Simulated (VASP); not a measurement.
# Pb (Im-3m) in VASP: a series of runs

The runs below take Pb through single point, with revPBE.

Everything below comes from runs of VASP 6.6.1. Logs are shortened: lines on timing, memory, paths and dates and some standing lists are left out, and cuts for length are marked.

## (1) The cell of the first run

The structure is cubic, space group Im-3m (No. 229). The conventional cell has a = 3.980 Å, b = 3.980 Å, c = 3.980 Å, α = 90.00°, β = 90.00°, γ = 90.00°. Within 4.5 Å of Pb (site symmetry m-3m) lie 14 Pb at 3.45 to 3.98 Å.

## (2) Single point, revPBE (volume scaled by 0.96)

INCAR

```
SYSTEM = Pb
ALGO = Normal
EDIFF = 1E-7
ENCUT = 520
GGA = RE
ISIF = 2
ISMEAR = -1
LASPH = .TRUE.
LCHARG = .FALSE.
LREAL = .FALSE.
LWAVE = .FALSE.
NBANDS = 13
NELM = 80
PREC = Accurate
SIGMA = 0.1
```

KPOINTS

```
k-points
0
G
  12 12 12
  0 0 0
```

POSCAR

```
Pb
1.0
   -1.9900276909      1.9900276909      1.9900276909
    1.9900276909     -1.9900276909      1.9900276909
    1.9900276909      1.9900276909     -1.9900276909
Pb
1
Direct
    0.0000000000      0.0000000000      0.0000000000
```

Potentials or basis: VASP PAW PBE potentials, release 64 (Pb_d).

Command:

```bash
$ cat potpaw_PBE.64/Pb_d/POTCAR > POTCAR
$ mpirun -np 1 vasp_std > vasp.out
```

OUTCAR:

```text
SYSTEM = Pb
   EDIFF = 1E-7
   ENCUT = 520
   GGA = RE
   ISIF = 2
   ISMEAR = -1
   LASPH = .TRUE.
   LREAL = .FALSE.
   NELM = 80
   PREC = Accurate

 ion  position               nearest neighbor table
   1  0.000  0.000  0.000-

  LATTYP: Found a body centered cubic cell.
 ALAT       =     3.9800553818

  Lattice vectors:

 A1 = (  -1.9900276909,   1.9900276909,   1.9900276909)
 A2 = (   1.9900276909,  -1.9900276909,   1.9900276909)
 A3 = (   1.9900276909,   1.9900276909,  -1.9900276909)

Analysis of symmetry for initial positions (statically):
=====================================================================
 Subroutine PRICEL returns:
 Original cell was already a primitive cell.

 Routine SETGRP: Setting up the symmetry group for a
 body centered cubic supercell.

 Subroutine GETGRP returns: Found 48 space group operations
 (whereof 48 operations were pure point group operations)
 out of a pool of 48 trial point group operations.

The static configuration has the point symmetry O_h .

Analysis of symmetry for dynamics (positions and initial velocities):
=====================================================================
 Subroutine PRICEL returns:
 Original cell was already a primitive cell.

 Routine SETGRP: Setting up the symmetry group for a
 body centered cubic supercell.

 Subroutine GETGRP returns: Found 48 space group operations
 (whereof 48 operations were pure point group operations)
 out of a pool of 48 trial point group operations.

The dynamic configuration has the point symmetry O_h .

 Subroutine INISYM returns: Found 48 space group operations
 (whereof 48 operations are pure point group operations),
 and found     1 'primitive' translations

----------------------------------------------------------------------------------------

                                     Primitive cell

  volume of cell :      31.5237

  direct lattice vectors                    reciprocal lattice vectors
    -1.990027691  1.990027691  1.990027691     0.000000000  0.251252785  0.251252785
     1.990027691 -1.990027691  1.990027691     0.251252785  0.000000000  0.251252785
     1.990027691  1.990027691 -1.990027691     0.251252785  0.251252785  0.000000000

  length of vectors
     3.446829069  3.446829069  3.446829069     0.355325096  0.355325096  0.355325096

  position of ions in fractional coordinates (direct lattice)
     0.000000000  0.000000000  0.000000000

  ion indices of the primitive-cell ions
   primitive index   ion index
                 1           1

----------------------------------------------------------------------------------------

 KPOINTS: k-points

Automatic generation of k-mesh.
 Grid dimensions read from file:
 generate k-points for:   12   12   12

 Generating k-lattice:

  Cartesian coordinates                     Fractional coordinates (reciprocal lattice)
     0.000000000  0.020937732  0.020937732     0.083333333  0.000000000  0.000000000
     0.020937732  0.000000000  0.020937732     0.000000000  0.083333333  0.000000000
     0.020937732  0.020937732  0.000000000     0.000000000  0.000000000  0.083333333

  Length of vectors
     0.029610425  0.029610425  0.029610425

  Shift w.r.t. Gamma in fractional coordinates (k-lattice)
     0.000000000  0.000000000  0.000000000

 Subroutine IBZKPT returns following result:
 ===========================================

 Found     72 irreducible k-points:

 Following reciprocal coordinates:
            Coordinates               Weight
  0.000000  0.000000  0.000000      1.000000
  0.083333  0.000000  0.000000     12.000000
  0.166667  0.000000  0.000000     12.000000
  0.250000  0.000000  0.000000     12.000000
  0.333333  0.000000  0.000000     12.000000
  0.416667  0.000000  0.000000     12.000000
[... 16 lines left out ...]
  0.333333  0.083333  0.083333     24.000000
  0.416667  0.083333  0.083333     12.000000
 [... further k-points ...]
   k-points           NKPTS =     72   k-points in BZ     NKDIM =     72   number of bands    NBANDS=     13
   number of dos      NEDOS =    301   number of ions     NIONS =      1
   total plane-waves  NPLWV =  21952
   dimension x,y,z NGX =    28 NGY =   28 NGZ =   28
   dimension x,y,z NGXF=    56 NGYF=   56 NGZF=   56
   ions per type =               1
   NGX,Y,Z   is equivalent  to a cutoff of  13.50, 13.50, 13.50 a.u.
   NGXF,Y,Z  is equivalent  to a cutoff of  27.01, 27.01, 27.01 a.u.
 SYSTEM =  Pb
   PREC   = accura    normal or accurate (medium, high low for compatibility)
   ISTART =      0    job   : 0-new  1-cont  2-samecut
   ICHARG =      2    charge: 1-file 2-atom 10-const
   ISPIN  =      1    spin polarized calculation?
   LNONCOLLINEAR =      F non collinear calculations
   LSORBIT =      F    spin-orbit coupling
   LASPH  =      T    aspherical Exc in radial PAW
   ENCUT  =  520.0 eV  38.22 Ry    6.18 a.u.   6.41  6.41  6.41*2*pi/ulx,y,z
   NELM   =     80;   NELMIN=  2; NELMDL= -5     # of ELM steps
   EDIFF  = 0.1E-06   stopping-criterion for ELM
   LREAL  =      F    real-space projection
   EDIFFG = 0.1E-05   stopping-criterion for IOM
   NSW    =      0    number of steps for IOM
   IBRION =     -1    ionic relax: 0-MD 1-quasi-New 2-CG
   NFREE  =      0    steps in history (QN), initial steepest desc. (CG)
   ISIF   =      2    stress and relaxation
   ISYM   =      2    0-nonsym 1-usesym 2-fastsym
   POTIM  = 0.5000    time-step for ionic-motion
   TEBEG  =    0.0;   TEEND  =   0.0 temperature during run
   PSTRESS=    0.0 pullay stress
   NELECT =      14.0000    total number of electrons
   NUPDOWN=      -1.0000    fix difference up-down
   EMIN   =  10.00;   EMAX   =-10.00  energy-range for DOS
   EFERMI =   0.00;   METHOD = LEGACY
   ISMEAR =    -1;   SIGMA  =   0.10  broadening in eV -4-tet -1-fermi 0-gaus
   EFERMI_NEDOS =   21; number of points for ismear=-14 and -15
   IALGO  =     38    algorithm
   IMIX   =      4    mixing-type and parameters
     AMIX     =   0.40;   BMIX     =  1.00
     AMIX_MAG =   1.60;   BMIX_MAG =  1.00
  volume/ion in A,a.u.               =      31.52       212.73
  Fermi-wavevector in a.u.,A,eV,Ry     =   1.249027  2.360318 21.226010  1.560068
  Thomas-Fermi vector in A             =   2.383086
   LORBIT       =      0    0 simple, 1 ext, 2 COOP (PROOUT), +10 PAW based schemes
   GGA     = RE    functional components
   LHFCALC =     F    Hartree Fock is set to
   AEXX    =    0.0000 exact exchange contribution
   IVDW    =     0    specifies the selected vdW correction
   LEPSILON=     F    determine dielectric tensor
   LRPA    =     F    only Hartree local field effects (RPA)
 non-spin polarized calculation
  energy-cutoff  :      520.00
  volume of cell :       31.52
 maximum number of plane-waves:       887
 NGX is ok and might be reduce to    28
   NGX = 13   NGY = 13   NGZ = 13

 number of electron      13.9999999 magnetization

 Free energy of the ion-electron system (eV)
  ---------------------------------------------------
  ext. energy  EPLUGINS =         0.00000000
  ---------------------------------------------------
  free energy    TOTEN  =        -3.20276087 eV

  energy without entropy =       -3.17997241  energy(sigma->0) =       -3.19136664

 E-fermi :   6.9313     XC(G=0):  -9.9301

 val. band max:        6.9219377793   @ k =  -0.2500   0.3333   0.0833
 cond. band min:       6.9619587959   @ k =  -0.2500   0.3333   0.1667
 fundamental gap:      0.0400210167
 Fermi energy:         6.9313469064

 k-point     1 :       0.0000    0.0000    0.0000
  band No.  band energies     occupation
      1     -10.1988      2.00000
      2     -10.1988      2.00000
      3     -10.1988      2.00000
      4      -9.9857      2.00000
      5      -9.9857      2.00000
      6      -4.5461      2.00000
      7      14.2746      0.00000
      8      14.2746      0.00000
      9      14.2746      0.00000
     10      17.9796      0.00000
     11      17.9796      0.00000
     12      17.9796      0.00000
     13      18.2065      0.00000

 k-point     2 :       0.0833    0.0000    0.0000
  band No.  band energies     occupation
      1     -10.2038      2.00000
      2     -10.1924      2.00000
      3     -10.1766      2.00000
      4      -9.9912      2.00000
      5      -9.9861      2.00000
      6      -4.4104      2.00000
      7      12.8841      0.00000
      8      13.8246      0.00000
      9      14.1003      0.00000
     10      17.0789      0.00000
     11      17.5943      0.00000
     12      17.8400      0.00000
     13      19.1032      0.00000

 k-point     3 :       0.1667    0.0000    0.0000
  band No.  band energies     occupation
      1     -10.2175      2.00000
      2     -10.1782      2.00000
      3     -10.1154      2.00000
      4     -10.0044      2.00000
      5      -9.9875      2.00000
      6      -4.0037      2.00000
      7      10.4381      0.00000
      8      12.8574      0.00000
      9      13.6195      0.00000
     10      16.0078      0.00000
     11      16.9617      0.00000
     12      17.8955      0.00000
     13      19.9202      0.00000
[... 305 lines left out ...]
 k-point    23 :       0.3333    0.0833    0.0833
  band No.  band energies     occupation
      1     -10.2503      2.00000
      2     -10.1711      2.00000
      3     -10.0016      2.00000
      4      -9.9921      2.00000
      5      -9.9078      2.00000
      6      -1.2664      2.00000
      7       4.1514      2.00000
      8       8.8953      0.00000
      9      10.4790      0.00000
     10      16.6184      0.00000
     11      17.7872      0.00000
     12      20.5154      0.00000
     13      21.4441      0.00000

 k-point    24 :       0.4167    0.0833    0.0833
  band No.  band energies     occupation
      1     -10.2543      2.00000
      2     -10.1716      2.00000
      3      -9.9968      2.00000
      4      -9.9921      2.00000
      5      -9.8932      2.00000
      6      -0.7711      2.00000
      7       3.4191      2.00000
      8       8.6876      0.00000
      9      10.3551      0.00000
     10      16.5124      0.00000
     11      17.7122      0.00000
     12      21.0148      0.00000
     13      21.6866      0.00000

 [... further k-points ...]

------------------------ aborting loop because EDIFF is reached ----------------------------------------

  FORCE on cell =-STRESS in cart. coord.  units (eV):
  Direction    XX          YY          ZZ          XY          YZ          ZX
  --------------------------------------------------------------------------------------
  -------------------------------------------------------------------------------------
  Total        0.3337434      0.3337434      0.3337434     -0.0000000      0.0000000      0.0000000
  in kB       16.9623478     16.9623478     16.9623478     -0.0000000      0.0000000      0.0000000
  external PRESSURE =      16.9623478 kB  Pullay stress =       0.0000000 kB

 VOLUME and BASIS-vectors are now :
 -----------------------------------------------------------------------------
  energy-cutoff  :      520.00
  volume of cell :       31.52
      direct lattice vectors                 reciprocal lattice vectors
    -1.990027691  1.990027691  1.990027691     0.000000000  0.251252785  0.251252785
     1.990027691 -1.990027691  1.990027691     0.251252785  0.000000000  0.251252785
     1.990027691  1.990027691 -1.990027691     0.251252785  0.251252785  0.000000000

 POSITION                                       TOTAL-FORCE (eV/Angst)
 -----------------------------------------------------------------------------------
      0.00000      0.00000      0.00000         0.000000      0.000000      0.000000
 -----------------------------------------------------------------------------------
    total drift:                               -0.000000     -0.000000     -0.000000

  FREE ENERGIE OF THE ION-ELECTRON SYSTEM (eV)
  ---------------------------------------------------
  free  energy   TOTEN  =        -3.2027608697 eV

  energy  without entropy=       -3.1799724086  energy(sigma->0) =       -3.19136664
```

It took 41 s on 1 thread of Intel Xeon 8259CL, shared host; peak memory 0.17 GiB.

What came out:

```
Free energy            : -3.2028 eV
Pressure               : 1.7 GPa
Band gap on the k mesh : zero (band 7 reaches 14.27 eV, above the bottom of band 8 at 4.99 eV)
```

Levels at points of the mesh, in eV from the Fermi level:
```tsv
k point	band 3	band 4	band 5	band 6	band 7	band 8	band 9	band 10	band 11	band 12
(0.00, 0.00, 0.00)	-17.13	-16.92	-16.92	-11.48	7.34	7.34	7.34	11.05	11.05	11.05
(0.50, 0.00, 0.00)	-16.93	-16.92	-16.79	-7.84	-3.85	3.38	5.06	7.35	8.78	13.67
(0.50, 0.50, 0.50)	-16.82	-16.82	-16.82	-5.29	-0.31	-0.31	-0.31	4.53	4.53	16.32
```

Caveat: the cell differs from its parent crystal (volume scaled by 0.96); the PAW data sets were made with another functional, which shifts forces and pressure a little; spin-orbit coupling is left out, which moves the levels of the heavy elements.

## (3) Single point, revPBE

This run uses another cell than the first one, of 32.84 Å³/atom, 1.042 times its volume.

INCAR

```
ALGO = Normal ; EDIFF = 1E-6
ENCUT = 520 ; GGA = RE
ISIF = 2 ; ISMEAR = -1
LASPH = T ; LCHARG = F
LREAL = F ; LWAVE = F
NBANDS = 13 ; NELM = 60
PREC = Accurate ; SIGMA = 0.1
```

KPOINTS

```
k-points
0
Gamma
  12 12 12
```

POSCAR

```
Pb
1.0
   -2.0172917322      2.0172917322      2.0172917322
    2.0172917322     -2.0172917322      2.0172917322
    2.0172917322      2.0172917322     -2.0172917322
Pb
1
Direct
    0.0000000000      0.0000000000      0.0000000000
```

Potentials or basis: VASP PAW PBE potentials, release 64 (Pb_d).

Command:

```bash
$ cat potpaw_PBE.64/Pb_d/POTCAR > POTCAR
$ mpirun -np 1 vasp_std > vasp.out
```

Wall time 34 s (1 thread of Intel Xeon 8259CL, shared host); peak memory 0.17 GiB.

Results (log left out):

| Property | Result |
| --- | --- |
| Free energy | -3.2106 eV |
| Pressure | 0.1 GPa |
| Band gap on the k mesh | zero (band 7 reaches 13.50 eV, above the bottom of band 8 at 4.66 eV) |

Levels at points of the mesh, in eV from the Fermi level:
| k point | band 5 | band 6 | band 7 | band 8 | band 9 | band 10 |
| --- | --- | --- | --- | --- | --- | --- |
| (0.00, 0.00, 0.00) | -16.91 | -11.21 | 7.01 | 7.01 | 7.01 | 10.69 |
| (0.50, 0.00, 0.00) | -16.79 | -7.82 | -3.66 | 3.26 | 4.93 | 7.13 |
| (0.50, 0.50, 0.50) | -16.82 | -5.46 | -0.26 | -0.26 | -0.26 | 4.50 |

Caveat: the PAW data sets were made with another functional, which shifts forces and pressure a little; spin-orbit coupling is left out, which moves the levels of the heavy elements.

## (4) Single point, revPBE (volume scaled by 1.04)

INCAR

```
SYSTEM = Pb
  PREC = Accurate
  ENCUT = 520
  EDIFF = 1E-6
  ISMEAR = -1
  SIGMA = 0.1
  LREAL = .FALSE.
  LASPH = .TRUE.
  NELM = 80
  ALGO = Normal
  ISIF = 2
  LWAVE = .FALSE.
  LCHARG = .TRUE.
  GGA = RE
  LELF = .TRUE.
  LVHAR = .TRUE.
  NBANDS = 13
```

KPOINTS

```
Automatic mesh
0
G
  12 12 12
  0 0 0
```

POSCAR

```
Pb
1.0
   -2.0438380887      2.0438380887      2.0438380887
    2.0438380887     -2.0438380887      2.0438380887
    2.0438380887      2.0438380887     -2.0438380887
Pb
1
Direct
    0.0000000000      0.0000000000      0.0000000000
```

Command:

```bash
$ cat potpaw_PBE.64/Pb_d/POTCAR > POTCAR
$ mpirun -np 1 vasp_std > vasp.out
```

It took 38 s on 1 thread of Intel Xeon 8259CL, shared host; peak memory 0.17 GiB.

The run converged. Its results:

* Free energy: -3.2068 eV
* Pressure: -1.1 GPa
* Band gap on the k mesh: zero (band 7 reaches 12.78 eV, above the bottom of band 8 at 4.37 eV)

Levels at points of the mesh, in eV from the Fermi level:
```csv
k point,band 5,band 6,band 7,band 8,band 9,band 10
"(0.00, 0.00, 0.00)",-16.91,-10.98,6.69,6.69,6.69,10.14
"(0.50, 0.00, 0.00)",-16.80,-7.80,-3.48,3.14,4.80,6.93
"(0.50, 0.50, 0.50)",-16.83,-5.61,-0.22,-0.22,-0.22,4.47
```

Caveat: the cell differs from its parent crystal (volume scaled by 1.04); the PAW data sets were made with another functional, which shifts forces and pressure a little; spin-orbit coupling is left out, which moves the levels of the heavy elements.

## (5) Overview

```tsv
cell	gap on the mesh (eV)	pressure (GPa)
a = 3.447 Å, angles 109.5°, 1 atom	none	1.7
a = 3.494 Å, angles 109.5°, 1 atom	none	0.1
a = 3.540 Å, angles 109.5°, 1 atom	none	-1.1
```

Alike in all rows: task single point; level revPBE; potentials or basis VASP PAW PBE potentials, release 64 (Pb_d); no spin polarisation; k mesh 12 × 12 × 12; cutoff (eV) 520; smearing fermi-dirac 0.1 eV.

Caveats: the PAW data sets were made with another functional, which shifts forces and pressure a little; spin-orbit coupling is left out, which moves the levels of the heavy elements.

Absolute energies hang on the potentials; compare differences alone.
